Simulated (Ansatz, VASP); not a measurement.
# Two plane-wave programs on Al2Cu

```
CELL_PARAMETERS angstrom
-2.99617 2.99617 2.41430
2.99617 -2.99617 2.41430
2.99617 2.99617 -2.41430
ATOMIC_POSITIONS crystal
Al 0.34066 0.15934 0.50000
Al 0.15934 0.65934 0.81868
Al 0.84066 0.34066 0.18132
Al 0.65934 0.84066 0.50000
Cu 0.75000 0.75000 0.00000
Cu 0.25000 0.25000 0.00000
```

Alike in both runs: functional PBEsol; k mesh 10 × 10 × 10; occupations gaussian, width 0.1 eV; no spin polarisation.

Ansatz relaxed the structure, and its values are those at the end. VASP's run is a single point on that final structure, the one shown.

```csv
,VASP,Ansatz
version,VASP 6.6.1,Ansatz 0.2.0
potentials or method,"VASP PAW PBE potentials, release 64 (Al, Cu), cutoff 520 eV","scalar-relativistic, plane waves, PAW"
valence electrons in the cell,34,50
```

Ansatz gave:

- gap on the k mesh at the Fermi level (eV): none
- pressure (GPa): 0.0

**Question.** What did VASP give for the same quantities?

**Answer.** gap on the k mesh at the Fermi level (eV): none; pressure (GPa): 0.1.

VASP's potentials were made for PBE, not for PBEsol, and Ansatz warns of the same on its side. A gap of «none» marks a metal or a gap that the smearing closes. VASP's potentials hold 34 valence electrons a cell and Ansatz's 50, so a difference there can come from the potentials and not from the codes.
